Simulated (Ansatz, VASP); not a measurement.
**CuO in VASP and in Ansatz**

Contents of INCAR:

```
SYSTEM = CuO
ALGO     = Normal         ! electronic algorithm
EDIFF    = 1E-6           ! SCF threshold, eV
ENCUT    = 520            ! plane-wave cutoff, eV
GGA      = PE             ! functional
ISIF     = 2              ! what is computed and relaxed
ISMEAR   = 0              ! smearing method
LASPH    = .TRUE.         ! aspherical terms in the spheres
LCHARG   = .FALSE.        ! write CHGCAR
LREAL    = .FALSE.        ! projectors in reciprocal space
LWAVE    = .FALSE.        ! write WAVECAR
NBANDS   = 16             ! bands
NELM     = 80             ! most SCF steps
PREC     = Accurate       ! precision mode
SIGMA    = 0.1            ! smearing width, eV
```

KPOINTS

```
k-points
0
G
  22 22 22
  0 0 0
```

Contents of POSCAR:

```
CuO
1.0
    0.0000000000      2.1220372872      2.1220372872
    2.1220372872      0.0000000000      2.1220372872
    2.1220372872      2.1220372872      0.0000000000
Cu O
1 1
Direct
    0.0000000000      0.0000000000      0.0000000000
    0.5000000000      0.5000000000      0.5000000000
```

Input for Ansatz:

```yaml
crystal:
  lattice:
    - [0.0, 2.1220372872, 2.1220372872]
    - [2.1220372872, 0.0, 2.1220372872]
    - [2.1220372872, 2.1220372872, 0.0]
  atoms:
    - { symbol: Cu, position: [0.0, 0.0, 0.0] }
    - { symbol: O, position: [0.5, 0.5, 0.5] }
basis:
  ecutwfc: 420
kpoints:
  mp_grid: { grid: [22, 22, 22] }
  band_path:
    path:
      - [[0.0, 0.0, 0.0], [0.5, 0.0, 0.5], [0.625, 0.25, 0.625]]
      - [[0.375, 0.375, 0.75], [0.0, 0.0, 0.0], [0.5, 0.5, 0.5], [0.5, 0.25, 0.75], [0.5, 0.0, 0.5]]
    npoints: 14
hamiltonian:
  xc: pbe
scf:
  occupations: { method: gaussian, width: 0.1 }
  n_extra_bands: 6
output:
  forces: true
  stress: true
  eigenvalues: true
  populations: true
  dos: { projected: true, de: 0.02, nscf_kmesh: { grid: [27, 27, 27] } }
  bader: true
  write_density: true
  write_potential: true
  elf: true
  volumetric_format: npy
```

Alike in both runs: task single point; functional PBE; k mesh 22 × 22 × 22; occupations gaussian, width 0.1 eV; no spin polarisation.

```csv
,VASP,Ansatz
version,VASP 6.6.1,Ansatz 0.2.0
potentials or method,"VASP PAW PBE potentials, release 64 (Cu, O), cutoff 520 eV","scalar-relativistic, plane waves, PAW"
valence electrons in the cell,17,25
```

|  | VASP | Ansatz | Ansatz less VASP |
| --- | --- | --- | --- |
| gap on the k mesh at the Fermi level (eV) | none | none | - |
| pressure (GPa) | 0.2 | 0.0 | -0.24 |

A gap of «none» marks a metal or a gap that the smearing closes. VASP's potentials hold 17 valence electrons a cell and Ansatz's 25, so a difference there can come from the potentials and not from the codes.
